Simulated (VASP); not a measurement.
Wanted: the native input for a VASP 6.6.1 run.

```yaml
Task: single point
Functional: PBE
Potentials_or_basis: VASP PAW PBE potentials, release 64 (Co, O)
Cutoff: 520 eV
k_mesh: 12 × 12 × 12
Occupations: gaussian, width 0.02 eV
Spin: collinear spin, ferromagnetic start
Starting_moments: "[2.88, 0.24] μB"
Hubbard_terms: Co d U = 3.32 eV
Dipole_correction: no
Further_INCAR_settings: ALGO = Normal; EDIFF = 1e-07; NBANDS = 18
```

The structure of CoO lies in POSCAR:

```
CoO
1.0
    1.5863535803      0.9158816666      2.5533504182
   -1.5863535803      0.9158816666      2.5533504182
    0.0000000000     -1.8317633332      2.5533504182
Co O
1 1
Direct
    0.0000000000      0.0000000000      0.0000000000
    0.5000000000      0.5000000000      0.5000000000
```

One way to write it, as run:

INCAR

```
SYSTEM = CoO
PREC = Accurate ; ENCUT = 520
EDIFF = 1E-7 ; ISMEAR = 0
SIGMA = 0.02 ; LREAL = .False.
LASPH = .True. ; NELM = 150
ALGO = Normal ; ISIF = 2
LWAVE = .False. ; LCHARG = .True.
ISPIN = 2 ; MAGMOM = 2.88 0.24
LORBIT = 11 ; LMAXMIX = 4
LDAU = .True. ; LDAUTYPE = 2
LDAUL = 2 -1 ; LDAUU = 3.32 0
LDAUJ = 0 0 ; LDAUPRINT = 1
GGA = PE ; LELF = .True.
LVHAR = .True. ; NBANDS = 18
```

KPOINTS

```
Automatic mesh
0
Gamma
  12 12 12
  0 0 0
```

Potentials or basis: VASP PAW PBE potentials, release 64 (Co, O).

Command:

```bash
$ cat potpaw_PBE.64/Co/POTCAR potpaw_PBE.64/O/POTCAR > POTCAR
$ mpirun -np 1 vasp_std > vasp.out
```

It gave:

```
Pressure                                              : -18.6 GPa
Band gap on the k mesh                                : zero (filled and empty bands overlap)
Net moment                                            : 3.00 μB per cell
Site moments                                          : Co +2.73; O +0.24 μB
Valence electrons inside the program's atomic spheres : Co 7.61; O 4.93
```

Caveat: the cell stands under tension; a cell with one magnetic atom can't hold antiferromagnetic order, which such compounds often take.

It took 4.4 min on 1 thread of Intel Xeon 8259CL (shared host), peak memory 0.24 GiB.
